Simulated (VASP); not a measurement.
# Hf (Im-3m) in VASP: notebook

The runs below take Hf through relaxation of cell and atoms, with r2SCAN.

Everything below comes from runs of VASP 6.6.1. Logs are shortened: lines on timing, memory, paths and dates and some standing lists are left out, and cuts for length are marked.

**1. The cell of the first run**

Symmetry: Im-3m, No. 229, cubic system. The conventional cell has a = 3.550 Å, b = 3.550 Å, c = 3.550 Å, α = 90.00°, β = 90.00°, γ = 90.00°. Within 4.0 Å of Hf (site symmetry m-3m) lie 14 Hf at 3.07 to 3.55 Å.

This isn't the form of Hf at room conditions, which is hcp.

**2. Relaxation of cell and atoms, r2SCAN, target pressure 5 GPa, at which the enthalpy is minimised**

POSCAR

```
Hf
1.0
   -1.7750000000      1.7750000000      1.7750000000
    1.7750000000     -1.7750000000      1.7750000000
    1.7750000000      1.7750000000     -1.7750000000
Hf
1
Direct
    0.0000000000      0.0000000000      0.0000000000
```

INCAR.step1

```
SYSTEM = Hf
ALGO     = Normal         ! electronic algorithm
EDIFF    = 1E-5           ! SCF threshold, eV
EDIFFG   = -0.005         ! ionic threshold
ENCUT    = 550            ! plane-wave cutoff, eV
GGA      = PE             ! functional
GGA_COMPAT= .FALSE.      
IBRION   = 2              ! ionic algorithm
ISIF     = 3              ! what is computed and relaxed
ISMEAR   = -1             ! smearing method
LASPH    = .TRUE.         ! aspherical terms in the spheres
LCHARG   = .FALSE.        ! write CHGCAR
LREAL    = .FALSE.        ! projectors in reciprocal space
LWAVE    = .TRUE.         ! write WAVECAR
NELM     = 120            ! most SCF steps
NELMIN   = 4            
NSW      = 100            ! ionic steps
PREC     = Accurate       ! precision mode
SIGMA    = 0.1            ! smearing width, eV
```

INCAR.step2

```
SYSTEM = Hf
ALGO     = Normal         ! electronic algorithm
EDIFF    = 1E-7           ! SCF threshold, eV
EDIFFG   = -0.02          ! ionic threshold
ENCUT    = 550            ! plane-wave cutoff, eV
GGA_COMPAT= .FALSE.      
IBRION   = 2              ! ionic algorithm
ISIF     = 3              ! what is computed and relaxed
ISMEAR   = -1             ! smearing method
ISTART   = 1            
LASPH    = .TRUE.         ! aspherical terms in the spheres
LCHARG   = .FALSE.        ! write CHGCAR
LMIXTAU  = .TRUE.       
LREAL    = .FALSE.        ! projectors in reciprocal space
LWAVE    = .FALSE.        ! write WAVECAR
METAGGA  = R2SCAN         ! meta-GGA
NELM     = 120            ! most SCF steps
NELMIN   = 4            
NSW      = 80             ! ionic steps
PREC     = Accurate       ! precision mode
PSTRESS  = 50.0         
SIGMA    = 0.1            ! smearing width, eV
```

KPOINTS

```
k-points
0
G
  10 10 10
  0 0 0
```

Potentials or basis: VASP PAW PBE potentials, release 64 (Hf_pv).

The run is started by

```sh
$ cat potpaw_PBE.64/Hf_pv/POTCAR > POTCAR
$ cp INCAR.step1 INCAR
$ mpirun -np 1 vasp_std > vasp.out
$ cp INCAR.step2 INCAR
$ mpirun -np 1 vasp_std > vasp.out
```

OUTCAR:

```text
SYSTEM = Hf
   EDIFF = 1E-7
   EDIFFG = -0.02
   ENCUT = 550
   IBRION = 2
   ISIF = 3
   ISMEAR = -1
   ISTART = 1
   LASPH = .TRUE.
   LREAL = .FALSE.
   METAGGA = R2SCAN
   NELM = 120
   NELMIN = 4
   NSW = 80
   PREC = Accurate
   PSTRESS = 50.0

 ion  position               nearest neighbor table
   1  0.000  0.000  0.000-

  LATTYP: Found a body centered cubic cell.
 ALAT       =     3.5500000000

  Lattice vectors:

 A1 = (  -1.7750000000,   1.7750000000,   1.7750000000)
 A2 = (   1.7750000000,  -1.7750000000,   1.7750000000)
 A3 = (   1.7750000000,   1.7750000000,  -1.7750000000)

Analysis of symmetry for initial positions (statically):
=====================================================================
 Subroutine PRICEL returns:
 Original cell was already a primitive cell.

 Routine SETGRP: Setting up the symmetry group for a
 body centered cubic supercell.

 Subroutine GETGRP returns: Found 48 space group operations
 (whereof 48 operations were pure point group operations)
 out of a pool of 48 trial point group operations.

The static configuration has the point symmetry O_h .

Analysis of symmetry for dynamics (positions and initial velocities):
=====================================================================
 Subroutine PRICEL returns:
 Original cell was already a primitive cell.

 Routine SETGRP: Setting up the symmetry group for a
 body centered cubic supercell.

 Subroutine GETGRP returns: Found 48 space group operations
 (whereof 48 operations were pure point group operations)
 out of a pool of 48 trial point group operations.

The dynamic configuration has the point symmetry O_h .

 Subroutine INISYM returns: Found 48 space group operations
 (whereof 48 operations are pure point group operations),
 and found     1 'primitive' translations

----------------------------------------------------------------------------------------

                                     Primitive cell

  volume of cell :      22.3694

  direct lattice vectors                    reciprocal lattice vectors
    -1.775000000  1.775000000  1.775000000     0.000000000  0.281690141  0.281690141
     1.775000000 -1.775000000  1.775000000     0.281690141  0.000000000  0.281690141
     1.775000000  1.775000000 -1.775000000     0.281690141  0.281690141  0.000000000

  length of vectors
     3.074390183  3.074390183  3.074390183     0.398370018  0.398370018  0.398370018

  position of ions in fractional coordinates (direct lattice)
     0.000000000  0.000000000  0.000000000

  ion indices of the primitive-cell ions
   primitive index   ion index
                 1           1

----------------------------------------------------------------------------------------

 KPOINTS: k-points

Automatic generation of k-mesh.
 Grid dimensions read from file:
 generate k-points for:   10   10   10

 Generating k-lattice:

  Cartesian coordinates                     Fractional coordinates (reciprocal lattice)
     0.000000000  0.028169014  0.028169014     0.100000000  0.000000000  0.000000000
     0.028169014  0.000000000  0.028169014     0.000000000  0.100000000  0.000000000
     0.028169014  0.028169014  0.000000000     0.000000000  0.000000000  0.100000000

  Length of vectors
     0.039837002  0.039837002  0.039837002

  Shift w.r.t. Gamma in fractional coordinates (k-lattice)
     0.000000000  0.000000000  0.000000000

 Subroutine IBZKPT returns following result:
 ===========================================

 Found     47 irreducible k-points:

 Following reciprocal coordinates:
            Coordinates               Weight
  0.000000  0.000000  0.000000      1.000000
  0.100000  0.000000  0.000000     12.000000
  0.200000  0.000000  0.000000     12.000000
  0.300000  0.000000  0.000000     12.000000
  0.400000  0.000000  0.000000     12.000000
  0.500000  0.000000  0.000000      6.000000
[... 16 lines left out ...]
  0.300000  0.300000  0.100000      8.000000
 -0.300000  0.300000  0.100000     24.000000
 [... further k-points ...]
   k-points           NKPTS =     47   k-points in BZ     NKDIM =     47   number of bands    NBANDS=      9
   number of dos      NEDOS =    301   number of ions     NIONS =      1
   total plane-waves  NPLWV =  13824
   dimension x,y,z NGX =    24 NGY =   24 NGZ =   24
   dimension x,y,z NGXF=    48 NGYF=   48 NGZF=   48
   ions per type =               1
   NGX,Y,Z   is equivalent  to a cutoff of  12.98, 12.98, 12.98 a.u.
   NGXF,Y,Z  is equivalent  to a cutoff of  25.96, 25.96, 25.96 a.u.
 SYSTEM =  Hf
   PREC   = accura    normal or accurate (medium, high low for compatibility)
   ISTART =      1    job   : 0-new  1-cont  2-samecut
   ICHARG =      0    charge: 1-file 2-atom 10-const
   ISPIN  =      1    spin polarized calculation?
   LNONCOLLINEAR =      F non collinear calculations
   LSORBIT =      F    spin-orbit coupling
   LASPH  =      T    aspherical Exc in radial PAW
   ENCUT  =  550.0 eV  40.42 Ry    6.36 a.u.   5.88  5.88  5.88*2*pi/ulx,y,z
   NELM   =    120;   NELMIN=  4; NELMDL=  0     # of ELM steps
   EDIFF  = 0.1E-06   stopping-criterion for ELM
   LREAL  =      F    real-space projection
   EDIFFG = -.2E-01   stopping-criterion for IOM
   NSW    =     80    number of steps for IOM
   IBRION =      2    ionic relax: 0-MD 1-quasi-New 2-CG
   NFREE  =      1    steps in history (QN), initial steepest desc. (CG)
   ISIF   =      3    stress and relaxation
   ISYM   =      2    0-nonsym 1-usesym 2-fastsym
   POTIM  = 0.5000    time-step for ionic-motion
   TEBEG  =    0.0;   TEEND  =   0.0 temperature during run
   PSTRESS=   50.0 pullay stress
   NELECT =      10.0000    total number of electrons
   NUPDOWN=      -1.0000    fix difference up-down
   EMIN   =  10.00;   EMAX   =-10.00  energy-range for DOS
   EFERMI =   0.00;   METHOD = LEGACY
   ISMEAR =    -1;   SIGMA  =   0.10  broadening in eV -4-tet -1-fermi 0-gaus
   EFERMI_NEDOS =   21; number of points for ismear=-14 and -15
   IALGO  =     38    algorithm
   IMIX   =      4    mixing-type and parameters
     AMIX     =   0.40;   BMIX     =  1.00
     AMIX_MAG =   1.60;   BMIX_MAG =  1.00
  volume/ion in A,a.u.               =      22.37       150.96
  Fermi-wavevector in a.u.,A,eV,Ry     =   1.251766  2.365495 21.319214  1.566918
  Thomas-Fermi vector in A             =   2.385698
   LORBIT       =      0    0 simple, 1 ext, 2 COOP (PROOUT), +10 PAW based schemes
   METAGGA = R2SCAN    functional components
   LHFCALC =     F    Hartree Fock is set to
   AEXX    =    0.0000 exact exchange contribution
   IVDW    =     0    specifies the selected vdW correction
   LEPSILON=     F    determine dielectric tensor
   LRPA    =     F    only Hartree local field effects (RPA)
 conjugate gradient relaxation of ions
 non-spin polarized calculation
  energy-cutoff  :      550.00
  volume of cell :       22.37
 maximum number of plane-waves:       682
   NGX = 11   NGY = 11   NGZ = 11

--------------------------------------- Ionic step        1  -------------------------------------------

 number of electron      10.0000001 magnetization

 Free energy of the ion-electron system (eV)
  ---------------------------------------------------
  ext. energy  EPLUGINS =         0.00000000
  ---------------------------------------------------
  free energy    TOTEN  =       -44.97239327 eV

  energy without entropy =      -44.91325852  energy(sigma->0) =      -44.94282589

------------------------ aborting loop because EDIFF is reached ----------------------------------------

  FORCE on cell =-STRESS in cart. coord.  units (eV):
  Direction    XX          YY          ZZ          XY          YZ          ZX
  --------------------------------------------------------------------------------------
  -------------------------------------------------------------------------------------
  Total       -0.1414671     -0.1414671     -0.1414671      0.0000000      0.0000000     -0.0000000
  in kB      -10.1323654    -10.1323654    -10.1323654      0.0000000      0.0000000     -0.0000000
  external PRESSURE =     -60.1323654 kB  Pullay stress =      50.0000000 kB

 VOLUME and BASIS-vectors are now :
 -----------------------------------------------------------------------------
  energy-cutoff  :      550.00
  volume of cell :       22.37
      direct lattice vectors                 reciprocal lattice vectors
    -1.775000000  1.775000000  1.775000000     0.000000000  0.281690141  0.281690141
     1.775000000 -1.775000000  1.775000000     0.281690141  0.000000000  0.281690141
     1.775000000  1.775000000 -1.775000000     0.281690141  0.281690141  0.000000000
[... 44 lines left out ...]
  FREE ENERGIE OF THE ION-ELECTRON SYSTEM (eV)
  ---------------------------------------------------
  free  energy   TOTEN  =       -44.8755400178 eV

  energy  without entropy=      -44.8239431305  energy(sigma->0) =      -44.84974157

  enthalpy is  TOTEN    =       -44.2588800469 eV   P V=        0.6166599709

--------------------------------------- Ionic step        3  -------------------------------------------

 number of electron       9.9999998 magnetization

 Free energy of the ion-electron system (eV)
  ---------------------------------------------------
  ext. energy  EPLUGINS =         0.00000000
  ---------------------------------------------------
  free energy    TOTEN  =       -44.95902958 eV

  energy without entropy =      -44.90361168  energy(sigma->0) =      -44.93132063

 E-fermi :   4.8233     XC(G=0): -12.4419

 val. band max:        4.7989142075   @ k =   0.3000   0.1000   0.1000
 cond. band min:       4.8503681960   @ k =   0.3000   0.2000   0.0000
 fundamental gap:      0.0514539884
 Fermi energy:         4.8233367513

 k-point     1 :       0.0000    0.0000    0.0000
  band No.  band energies     occupation
      1     -25.9328      2.00000
      2     -25.9328      2.00000
      3     -25.9328      2.00000
      4      -2.7353      2.00000
      5       6.6392      0.00000
      6       6.6392      0.00000
      7       6.6392      0.00000
      8       9.6172      0.00000
      9       9.6172      0.00000

 k-point     2 :       0.1000    0.0000    0.0000
  band No.  band energies     occupation
      1     -26.0362      2.00000
      2     -25.9639      2.00000
      3     -25.9335      2.00000
      4      -2.3317      2.00000
      5       6.3486      0.00000
      6       6.4902      0.00000
      7       7.0365      0.00000
      8       9.2038      0.00000
      9       9.6113      0.00000
[... 253 lines left out ...]
 k-point    24 :      -0.3000    0.3000    0.1000
  band No.  band energies     occupation
      1     -26.5937      2.00000
      2     -26.1773      2.00000
      3     -26.0122      2.00000
      4       0.4604      2.00000
      5       5.0219      0.24141
      6       5.3603      0.00927
      7       8.1518      0.00000
      8       9.8338      0.00000
      9      10.5752      0.00000

 [... further k-points ...]
[... 5 lines left out ...]
  --------------------------------------------------------------------------------------
  -------------------------------------------------------------------------------------
  Total        0.6461572      0.6461572      0.6461572     -0.0000000     -0.0000000      0.0000000
  in kB       48.8300786     48.8300786     48.8300786     -0.0000000     -0.0000000      0.0000000
  external PRESSURE =      -1.1699214 kB  Pullay stress =      50.0000000 kB

 VOLUME and BASIS-vectors are now :
 -----------------------------------------------------------------------------
  energy-cutoff  :      550.00
  volume of cell :       21.20
      direct lattice vectors                 reciprocal lattice vectors
    -1.743547504  1.743547504  1.743547504     0.000000000  0.286771653  0.286771653
     1.743547504 -1.743547504  1.743547504     0.286771653  0.000000000  0.286771653
     1.743547504  1.743547504 -1.743547504     0.286771653  0.286771653  0.000000000

 POSITION                                       TOTAL-FORCE (eV/Angst)
 -----------------------------------------------------------------------------------
      0.00000     -0.00000      0.00000         0.000000      0.000000     -0.000000
 -----------------------------------------------------------------------------------
    total drift:                               -0.000000      0.000000      0.000000

  FREE ENERGIE OF THE ION-ELECTRON SYSTEM (eV)
  ---------------------------------------------------
  free  energy   TOTEN  =       -44.9590295750 eV

  energy  without entropy=      -44.9036116848  energy(sigma->0) =      -44.93132063

  enthalpy is  TOTEN    =       -44.2973910771 eV   P V=        0.6616384979

 reached required accuracy - stopping structural energy minimisation
```

Run time: 58 s. Hardware: 1 thread of Intel Xeon Platinum 8488C (Sapphire Rapids), shared host; peak memory 0.16 GiB.

Results:

| Quantity | Value |
| --- | --- |
| Free energy | -44.9590 eV |
| Relaxed volume | 21.20 Å³/atom |
| Relaxed cell | a = 3.020 Å, b = 3.020 Å, c = 3.020 Å, α = 109.47°, β = 109.47°, γ = 109.47° |
| Space group after relaxing (to 0.1 Å) | Im-3m (No. 229) |
| Energy change on relaxing (the run minimises the enthalpy) | +13.4 meV/atom |
| Ionic steps | 3 |
| Pressure after relaxing | 4.9 GPa |
| Band gap on the k mesh | zero (bands 5 and 6 overlap by 2.64 eV) |

Step by step:
| step | energy change (eV) | largest force (eV/Å) | pressure (GPa) | volume (Å³) |
| --- | --- | --- | --- | --- |
| 1 | 0.0000 | 0.0000 | -1.01 | 22.37 |
| 2 | 0.0969 | 0.0000 | 14.03 | 19.76 |
| 3 | 0.0134 | 0.0000 | 4.88 | 21.20 |

Final structure:
```xyz
1
Lattice="-1.7435 1.7435 1.7435 1.7435 -1.7435 1.7435 1.7435 1.7435 -1.7435" Properties=species:S:1:pos:R:3 pbc="T T T"
Hf    0.0000    0.0000    0.0000
```

Levels at points of the mesh, in eV from the Fermi level:
```tsv
k point	band 2	band 3	band 4	band 5	band 6	band 7	band 8	band 9
(0.00, 0.00, 0.00)	-30.76	-30.76	-7.56	1.82	1.82	1.82	4.79	4.79
(0.50, 0.00, 0.00)	-31.07	-30.76	-3.65	-0.48	1.08	4.70	5.76	8.42
(0.50, 0.50, 0.50)	-31.44	-31.44	-2.96	-2.96	7.51	7.51	7.51	7.96
```

Caveat: the cell is relaxed towards a set pressure, so the run minimises the enthalpy, not the energy; the PAW data sets were made with another functional, which shifts forces and pressure a little; spin-orbit coupling is left out, which moves the levels of the heavy elements.

**3. Relaxation of cell and atoms, r2SCAN, target pressure 10 GPa, at which the enthalpy is minimised**

POSCAR is that of step 2.

INCAR.step1

```
PREC = Accurate
ENCUT = 550
ISMEAR = -1
SIGMA = 0.1
LREAL = F
LASPH = T
NELM = 120
GGA = PE
ALGO = Normal
EDIFF = 1E-5
LWAVE = T
LCHARG = F
GGA_COMPAT = F
IBRION = 2
ISIF = 3
EDIFFG = -0.005
NELMIN = 4
NSW = 100
```

INCAR.step2

```
PREC = Accurate
ENCUT = 550
EDIFF = 1E-7
ISMEAR = -1
SIGMA = 0.1
LREAL = F
LASPH = T
NELM = 120
ALGO = Normal
ISIF = 3
LWAVE = F
LCHARG = F
METAGGA = R2SCAN
LMIXTAU = T
IBRION = 2
NSW = 80
EDIFFG = -0.02
PSTRESS = 100.0
ISTART = 1
GGA_COMPAT = F
NELMIN = 4
```

KPOINTS

```
regular mesh
0
Gamma
  10 10 10
```

Potentials or basis: VASP PAW PBE potentials, release 64 (Hf_pv).

The run is started by

```sh
$ cat potpaw_PBE.64/Hf_pv/POTCAR > POTCAR
$ cp INCAR.step1 INCAR
$ mpirun -np 1 vasp_std > vasp.out
$ cp INCAR.step2 INCAR
$ mpirun -np 1 vasp_std > vasp.out
```

It took 80 s on 1 thread of Intel Xeon Platinum 8488C (Sapphire Rapids), shared host; peak memory 0.16 GiB.

The run converged. Its results:

| Property | Result |
| --- | --- |
| Free energy | -44.9201 eV |
| Relaxed volume | 20.36 Å³/atom |
| Relaxed cell | a = 2.979 Å, b = 2.979 Å, c = 2.979 Å, α = 109.47°, β = 109.47°, γ = 109.47° |
| Space group after relaxing (to 0.1 Å) | Im-3m (No. 229) |
| Energy change on relaxing (the run minimises the enthalpy) | +52.3 meV/atom |
| Ionic steps | 4 |
| Pressure after relaxing | 10.0 GPa |
| Band gap on the k mesh | zero (bands 5 and 6 overlap by 2.71 eV) |

The path:
```csv
step,energy change (eV),largest force (eV/Å),pressure (GPa),volume (Å³)
1,0.0000,0.0000,-1.01,22.37
2,0.3737,0.0000,31.13,17.75
3,0.0482,0.0000,9.55,20.42
4,0.0523,0.0000,9.98,20.36
```

Final structure:
```cif
data_structure
_symmetry_space_group_name_H-M 'P 1'
_symmetry_Int_Tables_number 1
_cell_length_a 2.9792
_cell_length_b 2.9792
_cell_length_c 2.9792
_cell_angle_alpha 109.471
_cell_angle_beta 109.471
_cell_angle_gamma 109.471
_cell_volume 20.36
loop_
_atom_site_label
_atom_site_type_symbol
_atom_site_fract_x
_atom_site_fract_y
_atom_site_fract_z
_atom_site_occupancy
Hf1 Hf 0.00000 0.00000 0.00000 1
```

Levels at points of the mesh, in eV from the Fermi level:
| k point | band 1 | band 2 | band 3 | band 4 | band 5 | band 6 | band 7 | band 8 | band 9 |
| --- | --- | --- | --- | --- | --- | --- | --- | --- | --- |
| (0.00, 0.00, 0.00) | -30.59 | -30.59 | -30.59 | -7.69 | 1.84 | 1.84 | 1.84 | 4.94 | 4.94 |
| (0.50, 0.00, 0.00) | -31.74 | -30.95 | -30.60 | -3.79 | -0.57 | 1.27 | 4.88 | 5.98 | 8.81 |
| (0.50, 0.50, 0.50) | -31.37 | -31.37 | -31.37 | -3.17 | -3.17 | 7.83 | 7.83 | 7.83 | 8.34 |

Caveat: the cell is relaxed towards a set pressure, so the run minimises the enthalpy, not the energy; the PAW data sets were made with another functional, which shifts forces and pressure a little; spin-orbit coupling is left out, which moves the levels of the heavy elements.

(Part 1 of 2 ends here.)
